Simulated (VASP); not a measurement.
# BaTiO3 in VASP: a series of runs

Runs on BaTiO3. Level: PBE+U. Tasks: single point.

All numbers are computed with VASP 6.6.1; they aren't measurements. Logs are shortened: lines on timing, memory, paths and dates and some standing lists are left out, and cuts for length are marked.

## 1. The cell of the first run

The structure is orthorhombic, space group Amm2 (No. 38). The conventional cell has a = 3.906 Å, b = 5.978 Å, c = 5.997 Å, α = 90.00°, β = 90.00°, γ = 90.00°. Ba (site symmetry mm2) has 12 O at 2.77 to 3.23 Å and 8 Ti at 3.50 to 3.65 Å within 3.7 Å. Within 2.5 Å of Ti (site symmetry mm2) lie 6 O at 1.85 to 2.39 Å. O (site symmetry m) has 2 Ti at 1.85 to 2.39 Å within 2.5 Å. Within 2.6 Å of O (site symmetry mm2) lie 2 Ti at 1.98 Å.

## 2. Single point, PBE+U (biaxial strain in the a-b plane: +4.5 %, then relaxed in part)

The input, INCAR:

```
PREC = Accurate ; ENCUT = 520
EDIFF = 1E-6 ; ISMEAR = 0
SIGMA = 0.02 ; LREAL = False
LASPH = True ; NELM = 150
ALGO = Normal ; ISIF = 2
LWAVE = False ; LCHARG = False
LMAXMIX = 4 ; LDAU = True
LDAUTYPE = 2 ; LDAUL = -1 2 -1
LDAUU = 0 4 0 ; LDAUJ = 0 0 0
LDAUPRINT = 1 ; GGA = PE
NBANDS = 28
```

The input, KPOINTS:

```
Automatic mesh
0
Gamma
  6 6 6
```

The input, POSCAR:

```
BaTiO3
1.0
    2.9892485552      1.7314738009      2.4478174311
   -2.9892485552      1.7314738009      2.4478174311
    0.0000000000     -3.1884929145      2.2554454827
Ba Ti O
1 1 3
Direct
    0.0129460341      0.0129460341     -0.0057782976
    0.5280095263      0.5280095263      0.4942217173
    0.4919520955      0.9636414857      0.4942190874
    0.4745518584      0.4745518584      0.9942194055
    0.9636414857      0.4919520955      0.4942190874
```

Potentials or basis: VASP PAW PBE potentials, release 64 (Ba_sv, Ti_sv, O).

The run is started by

```sh
$ cat potpaw_PBE.64/Ba_sv/POTCAR potpaw_PBE.64/Ti_sv/POTCAR potpaw_PBE.64/O/POTCAR > POTCAR
$ mpirun -np 1 vasp_std > vasp.out
```

OUTCAR:

```text
PREC = Accurate
   ENCUT = 520
   EDIFF = 1E-6
   ISMEAR = 0
   LREAL = False
   LASPH = True
   NELM = 150
   ISIF = 2
   GGA = PE

 ion  position               nearest neighbor table
   1  0.013  0.013  0.994-   4 2.77   3 2.82   5 2.82   3 2.82   5 2.82   5 2.95   3 2.95   5 2.95
                             3 2.95   4 3.00   4 3.00   4 3.23   2 3.50   2 3.50   2 3.57   2 3.57
   2  0.528  0.528  0.494-   3 1.85   5 1.85   4 1.98   4 1.98   3 2.39   5 2.39   1 3.50   1 3.50
                             1 3.57   1 3.57   1 3.57   1 3.57   1 3.65   1 3.65
   3  0.492  0.964  0.494-   2 1.85   2 2.39   1 2.82   1 2.82   1 2.95   1 2.95
   4  0.475  0.475  0.994-   2 1.98   2 1.98   1 2.77   1 3.00   1 3.00   1 3.23
   5  0.964  0.492  0.494-   2 1.85   2 2.39   1 2.82   1 2.82   1 2.95   1 2.95

  LATTYP: Found a simple monoclinic cell.
 ALAT       =     4.2338420641
 B/A-ratio  =     0.9224660771
 C/A-ratio  =     1.4120737193
 COS(beta)  =    -0.7060368596

  Lattice vectors:

 A1 = (  -2.9892485552,   1.7314738009,   2.4478174311)
 A2 = (   0.0000000000,  -3.1884929145,   2.2554454827)
 A3 = (   5.9784971104,   0.0000000000,   0.0000000000)

Analysis of symmetry for initial positions (statically):
=====================================================================
 Subroutine PRICEL returns:
 Original cell was already a primitive cell.

 Routine SETGRP: Setting up the symmetry group for a
 simple monoclinic supercell.

 Subroutine GETGRP returns: Found  2 space group operations
 (whereof  1 operations were pure point group operations)
 out of a pool of  4 trial point group operations.

The static configuration has the point symmetry C_1 .
 The point group associated with its full space group is C_1h.

Analysis of symmetry for dynamics (positions and initial velocities):
=====================================================================
 Subroutine PRICEL returns:
 Original cell was already a primitive cell.

 Routine SETGRP: Setting up the symmetry group for a
 simple monoclinic supercell.

 Subroutine GETGRP returns: Found  2 space group operations
 (whereof  1 operations were pure point group operations)
 out of a pool of  4 trial point group operations.

The dynamic configuration has the point symmetry C_1 .
 The point group associated with its full space group is C_1h.

 Subroutine INISYM returns: Found  2 space group operations
 (whereof  1 operations are pure point group operations),
 and found     1 'primitive' translations

----------------------------------------------------------------------------------------

                                     Primitive cell

  volume of cell :      70.0088

  direct lattice vectors                    reciprocal lattice vectors
     2.989248555  1.731473801  2.447817431     0.167266117  0.096303480  0.136142934
    -2.989248555  1.731473801  2.447817431    -0.167266117  0.096303480  0.136142934
     0.000000000 -3.188492914  2.255445483     0.000000000 -0.209034836  0.147861657

  length of vectors
     4.233842064  4.233842064  3.905575680     0.236193169  0.236193169  0.256044200

  position of ions in fractional coordinates (direct lattice)
     0.012946034  0.012946034  0.994221702
     0.528009526  0.528009526  0.494221717
     0.491952095  0.963641486  0.494219087
     0.474551858  0.474551858  0.994219405
     0.963641486  0.491952095  0.494219087

  ion indices of the primitive-cell ions
   primitive index   ion index
                 1           1
                 2           2
                 3           3
                 4           4
                 5           5

----------------------------------------------------------------------------------------

 KPOINTS: Automatic mesh

Automatic generation of k-mesh.
 Grid dimensions read from file:
 generate k-points for:    6    6    6

 Generating k-lattice:

  Cartesian coordinates                     Fractional coordinates (reciprocal lattice)
     0.027877686  0.016050580  0.022690489     0.166666667 -0.000000000  0.000000000
[... 31 lines left out ...]
  o =  0.2485  v =  0.0000  0.0000  0.0000  0.0000  0.0000 -0.5775 -0.0000 -0.0000 -0.8164 -0.0000      0.0000  0.0000  0.0000  0.0000  0.0000  0.0000  0.0000  0.0000  0.0000  0.0000

 number of electron      40.0000005 magnetization

 Free energy of the ion-electron system (eV)
  ---------------------------------------------------
  ext. energy  EPLUGINS =         0.00000000
  ---------------------------------------------------
  free energy    TOTEN  =       -37.20100487 eV

  energy without entropy =      -37.20100487  energy(sigma->0) =      -37.20100487

 E-fermi :   3.5142     XC(G=0): -10.7650

 val. band max:        3.3138083988   @ k =   0.5000   0.5000   0.5000
 cond. band min:       6.2577651934   @ k =   0.0000   0.0000   0.0000
 fundamental gap:      2.9439567946
 Fermi energy:         3.5142147979

 k-point     1 :       0.0000    0.0000    0.0000
  band No.  band energies     occupation
      1     -54.1243      2.00000
      2     -30.3768      2.00000
      3     -30.3441      2.00000
      4     -30.2642      2.00000
      5     -21.8396      2.00000
      6     -13.4583      2.00000
[... 20 lines left out ...]
     27       8.6629      0.00000
     28       9.5967      0.00000

 k-point     2 :       0.1667    0.0000   -0.0000
  band No.  band energies     occupation
      1     -54.1242      2.00000
      2     -30.3796      2.00000
      3     -30.3465      2.00000
      4     -30.2640      2.00000
      5     -21.8247      2.00000
      6     -13.4710      2.00000
[... 20 lines left out ...]
     27       9.0378      0.00000
     28      10.1680      0.00000

 k-point     3 :       0.0000   -0.1667    0.0000
  band No.  band energies     occupation
      1     -54.1242      2.00000
      2     -30.3796      2.00000
      3     -30.3465      2.00000
      4     -30.2640      2.00000
      5     -21.8247      2.00000
      6     -13.4710      2.00000
[... 616 lines left out ...]
      3     -30.3459      2.00000
      4     -30.2780      2.00000
      5     -21.7988      2.00000
      6     -13.4049      2.00000
[... 20 lines left out ...]
     27       9.4525      0.00000
     28      10.5853      0.00000

 k-point    24 :       0.3333   -0.0000    0.1667
  band No.  band energies     occupation
      1     -54.1237      2.00000
      2     -30.3857      2.00000
      3     -30.3494      2.00000
      4     -30.2776      2.00000
      5     -21.7715      2.00000
      6     -13.4222      2.00000
[... 20 lines left out ...]
     27      10.2214      0.00000
     28      11.2914      0.00000

 [... further k-points ...]

------------------------ aborting loop because EDIFF is reached ----------------------------------------

  FORCE on cell =-STRESS in cart. coord.  units (eV):
  Direction    XX          YY          ZZ          XY          YZ          ZX
  --------------------------------------------------------------------------------------
  -------------------------------------------------------------------------------------
  Total       -0.3552380      1.0026334      0.5925081      0.0000152     -0.5806598      0.0000214
  in kB       -8.1297582     22.9456503     13.5597765      0.0003482    -13.2886235      0.0004894
  external PRESSURE =       9.4585562 kB  Pullay stress =       0.0000000 kB

 VOLUME and BASIS-vectors are now :
 -----------------------------------------------------------------------------
  energy-cutoff  :      520.00
  volume of cell :       70.01
      direct lattice vectors                 reciprocal lattice vectors
     2.989248555  1.731473801  2.447817431     0.167266117  0.096303480  0.136142934
    -2.989248555  1.731473801  2.447817431    -0.167266117  0.096303480  0.136142934
     0.000000000 -3.188492914  2.255445483     0.000000000 -0.209034836  0.147861657

 POSITION                                       TOTAL-FORCE (eV/Angst)
 -----------------------------------------------------------------------------------
      0.00000     -3.12524      2.30579        -0.000004     -0.041316     -0.058409
      0.00000      0.25265      3.69963        -0.000011     -0.429196     -0.606762
     -1.41000      0.94451      4.67771        -0.413731      0.230716      0.326168
      0.00000     -1.52671      4.56564        -0.000003      0.009060      0.012808
      1.41000      0.94451      4.67771         0.413749      0.230735      0.326195
 -----------------------------------------------------------------------------------
    total drift:                               -0.000011     -0.029033      0.019801

  FREE ENERGIE OF THE ION-ELECTRON SYSTEM (eV)
  ---------------------------------------------------
  free  energy   TOTEN  =       -37.2010048665 eV

  energy  without entropy=      -37.2010048665  energy(sigma->0) =      -37.20100487
```

Run time: 3.8 min. Hardware: 1 thread of AMD EPYC 7R13, shared host; peak memory 0.26 GiB.

Results:

- Free energy: -37.2010 eV
- Pressure: 0.9 GPa
- Largest force: 0.743 eV/Å
- Band gap on the k mesh: 2.94 eV (least direct gap 3.54 eV)

Forces on the atoms (eV/Å):
```
Ba   0.000 -0.041 -0.058
Ti   0.000 -0.429 -0.607
O   -0.414  0.231  0.326
O    0.000  0.009  0.013
O    0.414  0.231  0.326
```

Stress tensor (GPa, compression positive):
```
-0.81  0.00  0.00
 0.00  2.29 -1.33
 0.00 -1.33  1.36
```

Eigenvalues of the final occupation matrices:
```
    site  spin  trace               eigenvalues
site 2 d     1   0.84  0.12 0.12 0.12 0.24 0.25
site 2 d     2   0.84  0.12 0.12 0.12 0.24 0.25
```

Caveat: the cell differs from its parent crystal (biaxial strain in the a-b plane: +4.5 %, then relaxed in part); spin-orbit coupling is left out, which moves the levels of the heavy elements. A k mesh can miss the band edges.

## 3. Single point, PBE+U (biaxial strain in the a-b plane: +4.5 %)

The input, INCAR:

```
ALGO = Normal
EDIFF = 1E-7
ENCUT = 520
GGA = PE
ISIF = 2
ISMEAR = 0
LASPH = T
LCHARG = F
LDAU = T
LDAUJ = 0 0 0
LDAUL = -1 2 -1
LDAUPRINT = 1
LDAUTYPE = 2
LDAUU = 0 4 0
LMAXMIX = 4
LREAL = F
LWAVE = F
NBANDS = 28
NELM = 150
PREC = Accurate
SIGMA = 0.02
```

The input, KPOINTS:

```
k-points
0
Gamma
  6 6 6
```

The input, POSCAR:

```
BaTiO3
1.0
    2.9892485552      1.7258434580      2.4517903780
   -2.9892485552      1.7258434580      2.4517903780
    0.0000000000     -3.2131503632      2.2838817538
Ba Ti O
1 1 3
Direct
    0.0090763010      0.0090763010     -0.0057768397
    0.5236203047      0.5236203047      0.4942238560
    0.4903899638      0.9687167635      0.4942182083
    0.4792976670      0.4792976670      0.9942175671
    0.9687167635      0.4903899638      0.4942182083
```

Potentials or basis: VASP PAW PBE potentials, release 64 (Ba_sv, Ti_sv, O).

The run is started by

```sh
$ cat potpaw_PBE.64/Ba_sv/POTCAR potpaw_PBE.64/Ti_sv/POTCAR potpaw_PBE.64/O/POTCAR > POTCAR
$ mpirun -np 1 vasp_std > vasp.out
```

It took 3.9 min on 1 thread of AMD EPYC 7R13, shared host; peak memory 0.24 GiB.

Results (log left out):

```yaml
Free_energy: -37.2358 eV
Pressure: -2.4 GPa
Largest_force: 0.177 eV/Å
Band_gap_on_the_k_mesh: 2.69 eV (least direct gap 3.29 eV)
```

Forces on the atoms (eV/Å):
```
Ba   0.000 -0.009 -0.006
Ti   0.000 -0.111 -0.138
O   -0.057  0.066  0.075
O    0.000 -0.013 -0.006
O    0.057  0.066  0.075
```

Stress tensor (GPa, compression positive):
```
-4.52  0.00  0.00
 0.00 -0.21 -1.75
 0.00 -1.75 -2.39
```

Levels at points of the mesh, in eV from the valence-band top:
```csv
k point,band 18,band 19,band 20,band 21,band 22,band 23
"(0.00, 0.00, 0.00)",-0.75,-0.70,-0.67,2.69,2.88,3.03
"(0.50, 0.00, 0.00)",-1.50,-1.09,-0.87,2.94,3.79,3.86
"(0.50, 0.50, 0.00)",-1.22,-1.08,-0.40,3.80,3.94,4.02
"(0.00, 0.00, 0.50)",-1.50,-1.28,-1.27,2.96,3.89,3.91
"(0.50, 0.00, 0.50)",-0.95,-0.90,-0.10,3.80,4.06,4.16
"(0.50, 0.50, 0.50)",-0.32,-0.07,0.00,4.23,4.28,4.56
```

Eigenvalues of the final occupation matrices:
| site | spin | trace | eigenvalues |
| --- | --- | --- | --- |
| site 2 d | 1 | 0.81 | 0.11 0.11 0.11 0.24 0.24 |
| site 2 d | 2 | 0.81 | 0.11 0.11 0.11 0.24 0.24 |

Caveat: the cell differs from its parent crystal (biaxial strain in the a-b plane: +4.5 %); spin-orbit coupling is left out, which moves the levels of the heavy elements.

## 4. Single point, PBE+U (biaxial strain in the a-b plane: +3.0 %, then relaxed in part)

The input, INCAR:

```
  PREC = Accurate
  ENCUT = 520
  EDIFF = 1E-6
  ISMEAR = 0
  SIGMA = 0.02
  LREAL = False
  LASPH = True
  NELM = 150
  ALGO = Normal
  ISIF = 2
  LWAVE = False
  LCHARG = False
  LMAXMIX = 4
  LDAU = True
  LDAUTYPE = 2
  LDAUL = -1 2 -1
  LDAUU = 0 4 0
  LDAUJ = 0 0 0
  LDAUPRINT = 1
  GGA = PE
  NBANDS = 28
```

The input, KPOINTS:

```
Automatic mesh
0
Gamma
  6 6 6
```

Changes to POSCAR since step 3:

```diff
@@ -2,5 +2,5 @@
 1.0
-    2.9892485552      1.7258434580      2.4517903780
-   -2.9892485552      1.7258434580      2.4517903780
-    0.0000000000     -3.2131503632      2.2838817538
+    2.9463406812      1.7064888879      2.4127741109
+   -2.9463406812      1.7064888879      2.4127741109
+    0.0000000000     -3.2201473918      2.2775722265
 Ba Ti O
```

The run is started by

```sh
$ cat potpaw_PBE.64/Ba_sv/POTCAR potpaw_PBE.64/Ti_sv/POTCAR potpaw_PBE.64/O/POTCAR > POTCAR
$ mpirun -np 1 vasp_std > vasp.out
```

Wall time 4.1 min (1 thread of Intel Xeon 8259CL, shared host); peak memory 0.34 GiB.

Results (log left out):

```
Free energy            : -37.2553 eV
Pressure               : 1.6 GPa
Largest force          : 0.715 eV/Å
Band gap on the k mesh : 2.77 eV (least direct gap 3.36 eV)
```

Forces on the atoms (eV/Å):
```
Ba   0.000 -0.035 -0.049
Ti   0.000 -0.413 -0.584
O   -0.387  0.219  0.309
O    0.000  0.010  0.015
O    0.387  0.219  0.309
```

Stress tensor (GPa, compression positive):
```
 0.42  0.00  0.00
 0.00  2.59 -0.99
 0.00 -0.99  1.88
```

Levels at points of the mesh, in eV from the valence-band top:
```tsv
k point	band 16	band 17	band 18	band 19	band 20	band 21	band 22	band 23	band 24	band 25
(0.00, 0.00, 0.00)	-1.29	-1.10	-0.74	-0.68	-0.64	2.77	2.99	3.10	4.25	4.35
(0.50, 0.00, 0.00)	-1.80	-1.72	-1.56	-1.10	-0.87	3.03	3.97	4.03	4.30	5.71
(0.00, 0.50, 0.00)	-1.80	-1.72	-1.56	-1.10	-0.87	3.03	3.97	4.03	4.30	5.71
(0.50, 0.50, 0.00)	-2.37	-1.71	-1.14	-1.01	-0.39	3.99	4.11	4.21	5.08	6.90
(0.00, 0.00, 0.50)	-2.11	-1.71	-1.47	-1.31	-1.29	3.08	3.99	4.13	4.32	5.35
(0.50, 0.00, 0.50)	-2.53	-1.84	-0.97	-0.92	-0.09	3.99	4.16	4.40	4.47	7.18
(0.00, 0.50, 0.50)	-2.53	-1.84	-0.97	-0.92	-0.09	3.99	4.16	4.40	4.47	7.18
(0.50, 0.50, 0.50)	-2.42	-2.23	-0.31	-0.07	0.00	4.44	4.44	4.71	6.01	6.20
```

Eigenvalues of the final occupation matrices:
| site | spin | trace | eigenvalues |
| --- | --- | --- | --- |
| site 2 d | 1 | 0.83 | 0.11 0.11 0.12 0.24 0.25 |
| site 2 d | 2 | 0.83 | 0.11 0.11 0.12 0.24 0.25 |

Caveat: the cell differs from its parent crystal (biaxial strain in the a-b plane: +3.0 %, then relaxed in part); spin-orbit coupling is left out, which moves the levels of the heavy elements. A k mesh can miss the band edges.

## 5. Single point, PBE+U (biaxial strain in the a-b plane: +3.0 %)

The input, INCAR:

```
  PREC = Accurate
  ENCUT = 520
  EDIFF = 1E-7
  ISMEAR = 0
  SIGMA = 0.02
  LREAL = F
  LASPH = T
  NELM = 150
  ALGO = Normal
  ISIF = 2
  LWAVE = F
  LCHARG = F
  LMAXMIX = 4
  LDAU = T
  LDAUTYPE = 2
  LDAUL = -1 2 -1
  LDAUU = 0 4 0
  LDAUJ = 0 0 0
  LDAUPRINT = 1
  GGA = PE
  NBANDS = 28
```

KPOINTS is that of step 4.

The input, POSCAR:

```
BaTiO3
1.0
    2.9463406812      1.7010705854      2.4165972147
   -2.9463406812      1.7010705854      2.4165972147
    0.0000000000     -3.2431168022      2.3046581319
Ba Ti O
1 1 3
Direct
    0.0053132214      0.0053132214     -0.0057654902
    0.5185809384      0.5185809384      0.4942459188
    0.4892279205      0.9741542149      0.4942095290
    0.4838247048      0.4838247048      0.9942015133
    0.9741542149      0.4892279205      0.4942095290
```

The run is started by

```sh
$ cat potpaw_PBE.64/Ba_sv/POTCAR potpaw_PBE.64/Ti_sv/POTCAR potpaw_PBE.64/O/POTCAR > POTCAR
$ mpirun -np 1 vasp_std > vasp.out
```

Run time: 2.5 min. Hardware: 1 thread of Intel Xeon 8259CL, shared host; peak memory 0.27 GiB.

The run converged. Its results:

* Free energy: -37.2906 eV
* Pressure: -1.6 GPa
* Largest force: 0.190 eV/Å
* Band gap on the k mesh: 2.53 eV (least direct gap 3.08 eV)

Forces on the atoms (eV/Å):
```
Ba   0.000 -0.007 -0.004
Ti   0.000 -0.117 -0.149
O   -0.058  0.067  0.080
O    0.000 -0.011 -0.005
O    0.058  0.067  0.080
```

Stress tensor (GPa, compression positive):
```
-3.13  0.00  0.00
 0.00  0.08 -1.36
 0.00 -1.36 -1.86
```

Levels at points of the mesh, in eV from the valence-band top:
| k point | band 17 | band 18 | band 19 | band 20 | band 21 | band 22 | band 23 | band 24 |
| --- | --- | --- | --- | --- | --- | --- | --- | --- |
| (0.00, 0.00, 0.00) | -1.06 | -0.60 | -0.57 | -0.55 | 2.53 | 2.69 | 2.73 | 3.94 |
| (0.50, 0.00, 0.00) | -1.65 | -1.54 | -1.01 | -0.84 | 2.74 | 3.76 | 3.78 | 3.99 |
| (0.50, 0.50, 0.00) | -1.78 | -1.12 | -1.04 | -0.32 | 3.78 | 3.84 | 4.05 | 4.78 |
| (0.00, 0.00, 0.50) | -1.69 | -1.55 | -1.19 | -1.14 | 2.81 | 3.87 | 3.87 | 4.07 |
| (0.50, 0.00, 0.50) | -1.86 | -0.94 | -0.90 | -0.09 | 3.79 | 3.99 | 4.24 | 4.27 |
| (0.50, 0.50, 0.50) | -2.21 | -0.23 | -0.04 | 0.00 | 4.26 | 4.32 | 4.50 | 5.98 |

Eigenvalues of the final occupation matrices:
```csv
site,spin,trace,eigenvalues
site 2 d,1,0.80,0.11 0.11 0.11 0.23 0.24
site 2 d,2,0.80,0.11 0.11 0.11 0.23 0.24
```

Caveat: the cell differs from its parent crystal (biaxial strain in the a-b plane: +3.0 %); spin-orbit coupling is left out, which moves the levels of the heavy elements. A k mesh can miss the band edges.

## 6. Overview

| cell | gap on the mesh (eV) | pressure (GPa) | largest force (eV/Å) |
| --- | --- | --- | --- |
| a = 4.234, b = 4.234, c = 3.906 Å, angles 90.0, 90.0, 89.8°, 5 atoms, atomic positions A | 2.94 | 0.9 | 0.74 |
| a = 4.234, b = 4.234, c = 3.942 Å, angles 89.8°, 5 atoms, atomic positions B | 2.69 | -2.4 | 0.18 |
| a = 4.173, b = 4.173, c = 3.944 Å, angles 90.0, 90.0, 89.8°, 5 atoms, atomic positions B | 2.77 | 1.6 | 0.72 |
| a = 4.173, b = 4.173, c = 3.979 Å, angles 89.8°, 5 atoms, atomic positions C | 2.53 | -1.6 | 0.19 |

Alike in all rows: task single point; level PBE+U; potentials or basis VASP PAW PBE potentials, release 64 (Ba_sv, Ti_sv, O); no spin polarisation; Ti d U = 4.0 eV; k mesh 6 × 6 × 6; cutoff (eV) 520; smearing gaussian 0.02 eV.

Caveats: spin-orbit coupling is left out, which moves the levels of the heavy elements.

Total energies depend on the potentials used, so only differences within one code and one set of settings carry meaning.
